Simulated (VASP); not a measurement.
Runs of VASP 6.6.1 on Si. The structure is that of space group P6_3/mmc (No. 194), or close to it. The cells are those of the table. 

```tsv
task	cell	k mesh	cutoff (eV)	smearing	gap on the mesh (eV)	pressure (GPa)
relaxation of cell and atoms	relaxed from a = 3.820, b = 3.820, c = 6.320 Å, angles 90.0, 90.0, 120.0°, 4 atoms	9 × 9 × 6	600	gaussian 0.02 eV	0.66	0.0
single point	a = 3.820, b = 3.820, c = 6.320 Å, angles 90.0, 90.0, 120.0°, 4 atoms	6 × 6 × 4	520	gaussian 0.1 eV	(a)	0.8
single point	a = 3.832, b = 3.832, c = 6.342 Å, angles 90.0, 90.0, 120.0°, 4 atoms	9 × 9 × 6	520	gaussian 0.01 eV	0.66	-0.2
single point	a = 3.832, b = 3.832, c = 6.342 Å, angles 90.0, 90.0, 120.0°, 4 atoms	9 × 9 × 6	520	gaussian 0.02 eV	0.66	-0.2
```

Alike in all rows: level r2SCAN; potentials or basis VASP PAW PBE potentials, release 64 (Si); no spin polarisation.

Question: Fill in the values left out.

Answer: (a) 0.60.

Caveats: the PAW data sets were made with another functional, which shifts forces and pressure a little.

A k mesh can miss the band edges.
